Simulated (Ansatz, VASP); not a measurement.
**One calculation of BeI, two programs**

```
Be I
1.0
     3.53294    0.00000    0.00000
     0.00000    3.53294    0.00000
     0.00000    0.00000    3.53294
Be I
1 1
Direct
  0.00000 0.00000 0.00000
  0.50000 0.50000 0.50000
```

Alike in both runs: functional PBE; k mesh 16 × 16 × 16; occupations gaussian, width 0.1 eV; no spin polarisation.

Ansatz relaxed the structure, and its values are those at the end. VASP's run is a single point on that final structure, the one shown.

```csv
,VASP,Ansatz
version,VASP 6.6.1,Ansatz 0.2.0
potentials or method,"VASP PAW PBE potentials, release 64 (Be, I), cutoff 520 eV","scalar-relativistic, plane waves, PAW"
valence electrons in the cell,9,19
```

|  | VASP | Ansatz | Ansatz less VASP |
| --- | --- | --- | --- |
| gap on the k mesh at the Fermi level (eV) | none | none | - |
| pressure (GPa) | 0.0 | 0.0 | -0.01 |

A gap of «none» marks a metal or a gap that the smearing closes. VASP's potentials hold 9 valence electrons a cell and Ansatz's 19, so a difference there can come from the potentials and not from the codes.

Spin-orbit coupling is off throughout.
